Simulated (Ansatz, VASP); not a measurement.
**One calculation of Bi, two programs**

```xyz
1
Lattice="3.1098 0.0000 0.0000 0.0000 3.1098 0.0000 0.0000 0.0000 3.1098" Properties=species:S:1:pos:R:3 pbc="T T T"
Bi    0.0000    0.0000    0.0000
```

Change from the starting cell: volume scaled by 0.92, PAW files.

Alike in both runs: task single point; functional LDA; k mesh 12 × 12 × 12; occupations fermi-dirac, width 0.05 eV; no spin polarisation.

|  | VASP | Ansatz |
| --- | --- | --- |
| version | VASP 6.6.1 | Ansatz 0.2.0 |
| potentials or method | VASP PAW LDA potentials, release 64 (Bi_d) | PAW with Ansatz's default frozen-core files, scalar-relativistic |
| plane-wave cutoff (eV) | 500 | 420 |
| valence electrons in the cell | 15 | 15 |

Ansatz gave:

```
pressure (GPa) : 5.8
```

What did VASP give for the same quantities?

Pressure (GPa): 5.9.

LDA's correlation is that of Perdew and Zunger in VASP and of Perdew and Wang (1992) in Ansatz.

Neither program's run includes spin-orbit coupling.
